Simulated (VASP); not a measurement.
# TaN (Cm) in VASP: single point with PBE

Aim: the single point of TaN with PBE.

All numbers are computed with VASP 6.6.1; they aren't measurements. Logs are shortened: lines on timing, memory, paths and dates and some standing lists are left out, and cuts for length are marked.

### Step 1. The cell of the first run

The structure is monoclinic, space group Cm (No. 8). The conventional cell has a = 5.479 Å, b = 3.169 Å, c = 5.277 Å, α = 90.00°, β = 90.06°, γ = 90.00°. Within 2.5 Å of Ta (site symmetry m) lie 4 N at 1.88 to 2.06 Å. Within 2.4 Å of Ta (site symmetry m) lie 4 N at 1.84 to 2.24 Å. Within 2.4 Å of N (site symmetry m) lie 4 Ta at 1.84 to 1.92 Å. Within 2.5 Å of N (site symmetry m) lie 4 Ta at 1.89 to 2.24 Å.

### Step 2. Single point, PBE (strained and its atoms moved)

Contents of INCAR:

```
PREC = Accurate
ENCUT = 520
EDIFF = 1E-6
ISMEAR = 0
SIGMA = 0.1
LREAL = False
LASPH = True
NELM = 100
ALGO = Normal
ISIF = 2
LWAVE = False
LCHARG = False
GGA = PE
NBANDS = 24
```

Contents of KPOINTS:

```
regular mesh
0
Gamma
  14 14 8
```

Contents of POSCAR:

```
TaN
1.0
    3.1692256331      0.0000000000      0.0000000000
   -1.5846128166      2.7395584621     -0.0015584133
    0.0000000000     -0.0029146000      5.2765622000
Ta N
2 2
Direct
    0.3515972601      0.7031945202      0.0369228492
    0.6650197724      0.3300395447      0.4587546665
    0.3211689190      0.6423378380      0.3915031872
    0.6622140485      0.3244280970      0.8828192971
```

Potentials or basis: VASP PAW PBE potentials, release 64 (Ta_pv, N).

The run is started by

```console
$ cat potpaw_PBE.64/Ta_pv/POTCAR potpaw_PBE.64/N/POTCAR > POTCAR
$ mpirun -np 1 vasp_std > vasp.out
```

OUTCAR:

```text
PREC = Accurate
   ENCUT = 520
   EDIFF = 1E-6
   ISMEAR = 0
   LREAL = False
   LASPH = True
   NELM = 100
   ISIF = 2
   GGA = PE

 ion  position               nearest neighbor table
   1  0.352  0.703  0.037-   3 1.88   4 1.89   4 2.06   4 2.06   2 2.81   2 2.92   2 2.92   2 3.50
                             2 3.59   2 3.59
   2  0.665  0.330  0.459-   3 1.84   3 1.84   3 1.92   4 2.24   1 2.81   1 2.92   1 2.92   1 3.50
                             1 3.59   1 3.59
   3  0.321  0.642  0.392-   2 1.84   2 1.84   1 1.88   2 1.92
   4  0.662  0.324  0.883-   1 1.89   1 2.06   1 2.06   2 2.24

  LATTYP: Found a base centered monoclinic cell.
 ALAT       =     5.4791178107
 B/A-ratio  =     0.5784189613
 C/A-ratio  =     0.9630314929
 COS(beta)  =    -0.0011212225

  Lattice vectors:

 A1 = (   1.5846128165,   2.7395584621,  -0.0015584133)
 A2 = (  -1.5846128166,   2.7395584621,  -0.0015584133)
 A3 = (   0.0000000000,  -0.0029146000,   5.2765622000)

Analysis of symmetry for initial positions (statically):
=====================================================================
 Subroutine PRICEL returns:
 Original cell was already a primitive cell.

 Routine SETGRP: Setting up the symmetry group for a
 base centered monoclinic supercell.

 Subroutine GETGRP returns: Found  2 space group operations
 (whereof  2 operations were pure point group operations)
 out of a pool of  4 trial point group operations.

The static configuration has the point symmetry C_1h.

Analysis of symmetry for dynamics (positions and initial velocities):
=====================================================================
 Subroutine PRICEL returns:
 Original cell was already a primitive cell.

 Routine SETGRP: Setting up the symmetry group for a
 base centered monoclinic supercell.

 Subroutine GETGRP returns: Found  2 space group operations
 (whereof  2 operations were pure point group operations)
 out of a pool of  4 trial point group operations.

The dynamic configuration has the point symmetry C_1h.

 Subroutine INISYM returns: Found  2 space group operations
 (whereof  2 operations are pure point group operations),
 and found     1 'primitive' translations

----------------------------------------------------------------------------------------

                                     Primitive cell
[... 92 lines left out ...]
   LASPH  =      T    aspherical Exc in radial PAW
   ENCUT  =  520.0 eV  38.22 Ry    6.18 a.u.   5.89  5.88  9.81*2*pi/ulx,y,z
   NELM   =    100;   NELMIN=  2; NELMDL= -5     # of ELM steps
   EDIFF  = 0.1E-05   stopping-criterion for ELM
   LREAL  =      F    real-space projection
   EDIFFG = 0.1E-04   stopping-criterion for IOM
   NSW    =      0    number of steps for IOM
   IBRION =     -1    ionic relax: 0-MD 1-quasi-New 2-CG
   NFREE  =      0    steps in history (QN), initial steepest desc. (CG)
   ISIF   =      2    stress and relaxation
   ISYM   =      2    0-nonsym 1-usesym 2-fastsym
   POTIM  = 0.5000    time-step for ionic-motion
   TEBEG  =    0.0;   TEEND  =   0.0 temperature during run
   PSTRESS=    0.0 pullay stress
   NELECT =      32.0000    total number of electrons
   NUPDOWN=      -1.0000    fix difference up-down
   EMIN   =  10.00;   EMAX   =-10.00  energy-range for DOS
   EFERMI =   0.00;   METHOD = LEGACY
   ISMEAR =     0;   SIGMA  =   0.10  broadening in eV -4-tet -1-fermi 0-gaus
   EFERMI_NEDOS =   21; number of points for ismear=-14 and -15
   IALGO  =     38    algorithm
   IMIX   =      4    mixing-type and parameters
     AMIX     =   0.40;   BMIX     =  1.00
     AMIX_MAG =   1.60;   BMIX_MAG =  1.00
  volume/ion in A,a.u.               =      11.45        77.29
  Fermi-wavevector in a.u.,A,eV,Ry     =   1.452546  2.744914 28.706800  2.109890
  Thomas-Fermi vector in A             =   2.569916
   LORBIT       =      0    0 simple, 1 ext, 2 COOP (PROOUT), +10 PAW based schemes
   GGA     = PE    functional components
   LHFCALC =     F    Hartree Fock is set to
   AEXX    =    0.0000 exact exchange contribution
   IVDW    =     0    specifies the selected vdW correction
   LEPSILON=     F    determine dielectric tensor
   LRPA    =     F    only Hartree local field effects (RPA)
 non-spin polarized calculation
 Gauss-broadening in eV      SIGMA  =   0.10
  energy-cutoff  :      520.00
  volume of cell :       45.81
 maximum number of plane-waves:      1262
   NGX = 11   NGY = 11   NGZ = 19

 number of electron      31.9999999 magnetization

 Free energy of the ion-electron system (eV)
  ---------------------------------------------------
  ext. energy  EPLUGINS =         0.00000000
  ---------------------------------------------------
  free energy    TOTEN  =       -40.34311918 eV

  energy without entropy =      -40.33320484  energy(sigma->0) =      -40.33816201

 E-fermi :   7.7156     XC(G=0): -12.7118

 val. band max:        7.7149029925   @ k =   0.0000   0.0714   0.5000
 cond. band min:       7.7172920263   @ k =  -0.0714   0.0000   0.2500
 fundamental gap:      0.0023890338
 Fermi energy:         7.7155821561

 k-point     1 :       0.0000    0.0000    0.0000
  band No.  band energies     occupation
      1     -27.7774      2.00000
      2     -27.2206      2.00000
      3     -27.1155      2.00000
      4     -26.8497      2.00000
      5     -26.7257      2.00000
      6     -26.6889      2.00000
[... 637 lines left out ...]
     23      14.5289      0.00000
     24      14.9290      0.00000

 [... further k-points ...]

------------------------ aborting loop because EDIFF is reached ----------------------------------------

  FORCE on cell =-STRESS in cart. coord.  units (eV):
  Direction    XX          YY          ZZ          XY          YZ          ZX
  --------------------------------------------------------------------------------------
  -------------------------------------------------------------------------------------
  Total       21.3657996     21.9488477     16.9752904     -0.0000000     -2.1183490      0.0000000
  in kB      747.2141284    767.6047442    593.6673106     -0.0000000    -74.0838306      0.0000000
  external PRESSURE =     702.8287277 kB  Pullay stress =       0.0000000 kB

 VOLUME and BASIS-vectors are now :
 -----------------------------------------------------------------------------
  energy-cutoff  :      520.00
  volume of cell :       45.81
      direct lattice vectors                 reciprocal lattice vectors
     3.169225633  0.000000000  0.000000000     0.315534492  0.182511220  0.000100813
    -1.584612817  2.739558462 -0.001558413     0.000000000  0.365022440  0.000201626
     0.000000000 -0.002914600  5.276562200     0.000000000  0.000107808  0.189517393

 POSITION                                       TOTAL-FORCE (eV/Angst)
 -----------------------------------------------------------------------------------
     -0.00000      1.92633      0.19373         0.000000     -2.634357     -2.864651
      1.58461      0.90283      2.42013         0.000000     -1.557309      4.343409
     -0.00000      1.75858      2.06479        -0.000000      1.850597      2.357931
      1.58461      0.88622      4.65775        -0.000000      2.341068     -3.836689
 -----------------------------------------------------------------------------------
    total drift:                               -0.000000     -0.000020     -0.000367

  FREE ENERGIE OF THE ION-ELECTRON SYSTEM (eV)
  ---------------------------------------------------
  free  energy   TOTEN  =       -40.3431191777 eV

  energy  without entropy=      -40.3332048416  energy(sigma->0) =      -40.33816201
```

OSZICAR:

```text
N       E                     dE             d eps       ncg     rms          rms(c)
DAV:   1     0.283582162312E+03    0.28358E+03   -0.17772E+04 20592   0.140E+03
DAV:   2    -0.333356599094E+02   -0.31692E+03   -0.30183E+03 24536   0.415E+02
DAV:   3    -0.475624363662E+02   -0.14227E+02   -0.14024E+02 26192   0.875E+01
DAV:   4    -0.477169226204E+02   -0.15449E+00   -0.15432E+00 22840   0.970E+00
DAV:   5    -0.477187766417E+02   -0.18540E-02   -0.18534E-02 26712   0.927E-01    0.489E+01
DAV:   6    -0.405702788538E+02    0.71485E+01   -0.29942E+01 25000   0.390E+01    0.198E+01
DAV:   7    -0.404277604868E+02    0.14252E+00   -0.15316E+00 25304   0.109E+01    0.122E+01
DAV:   8    -0.403808125947E+02    0.46948E-01   -0.28519E-01 26792   0.809E+00    0.209E+00
DAV:   9    -0.403437324475E+02    0.37080E-01   -0.87575E-02 26400   0.403E+00    0.448E-01
DAV:  10    -0.403431173408E+02    0.61511E-03   -0.12133E-02 22560   0.109E+00    0.251E-01
DAV:  11    -0.403430981307E+02    0.19210E-04   -0.60047E-04 26232   0.204E-01    0.125E-01
DAV:  12    -0.403431215170E+02   -0.23386E-04   -0.89167E-05 23456   0.710E-02    0.210E-02
DAV:  13    -0.403431194854E+02    0.20316E-05   -0.79934E-06 24488   0.233E-02    0.845E-03
DAV:  14    -0.403431191777E+02    0.30763E-06   -0.13038E-06 12248   0.102E-02
   1 F= -.40343119E+02 E0= -.40338162E+02  d E =-.991434E-02
```

stdout:

```text
POSCAR found type information on POSCAR TaN
 POSCAR found :  2 types and       4 ions
 scaLAPACK will be used
 LDA part: xc-table for (Slater+PW92), standard interpolation
 POSCAR, INCAR and KPOINTS ok, starting setup
 FFT: planning ... GRIDC
 FFT: planning ... GRID_SOFT
 FFT: planning ... GRID
 WAVECAR not read
 entering main loop
```

Run time: 7.8 min. Hardware: 1 thread of Intel Xeon 6975P-C, shared host; peak memory 0.48 GiB.

What came out:

- Free energy: -40.3431 eV
- Pressure: 70.3 GPa
- Largest force: 4.614 eV/Å
- Band gap on the k mesh: zero (band 16 reaches 8.66 eV, above the bottom of band 17 at 7.06 eV)

Forces in eV/Å, atoms in the order of the input:
```
Ta   0.000 -2.634 -2.865
Ta   0.000 -1.557  4.343
N    0.000  1.851  2.358
N    0.000  2.341 -3.837
```

Stress tensor (GPa, compression positive):
```
74.72  0.00  0.00
 0.00 76.76 -7.41
 0.00 -7.41 59.37
```

Caveat: the cell differs from its parent crystal (strained and its atoms moved); spin-orbit coupling is left out, which moves the levels of the heavy elements; forces of over 1 eV/Å act on the atoms, so gaps and moduli don't describe the material at rest.
